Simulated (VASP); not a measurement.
LaLuAl4, 6 atoms in the cell. It takes space group F-43m (No. 216, cubic). The conventional cell has a = 7.972 Å, b = 7.972 Å, c = 7.972 Å, α = 90.00°, β = 90.00°, γ = 90.00°. La (site symmetry -43m) has 12 Al at 3.31 Å and 4 Lu at 3.45 Å within 4.3 Å. Within 4.3 Å of Lu (site symmetry -43m) lie 12 Al at 3.30 Å and 4 La at 3.45 Å. Within 3.7 Å of Al (site symmetry 3m) lie 6 Al at 2.82 Å and 3 Lu at 3.30 Å and 3 La at 3.31 Å. 

- Program: VASP 6.6.1
- Task: single point
- Functional: PBEsol
- Potentials or basis: VASP PAW PBE potentials, release 64 (La, Lu, Al)
- Cutoff: 520 eV
- k mesh: 6 × 6 × 6
- Occupations: methfessel-paxton, width 0.5 eV
- Spin: no spin polarisation
- Dipole correction: no
- Further INCAR settings: ALGO = Normal; EDIFF = 1e-07; NBANDS = 33

Potentials or basis: VASP PAW PBE potentials, release 64 (La, Lu, Al).

Run with:

```console
$ cat potpaw_PBE.64/La/POTCAR potpaw_PBE.64/Lu/POTCAR potpaw_PBE.64/Al/POTCAR > POTCAR
$ mpirun -np 1 vasp_std > vasp.out
```

Hardware: 1 thread of AMD EPYC 7R13 (shared host).

Q: Estimate the wall time of this run.

A: It took 3.7 min on 1 thread of AMD EPYC 7R13, on a shared host, peak memory 0.27 GiB. Counts: scf iterations 18, k points 16.
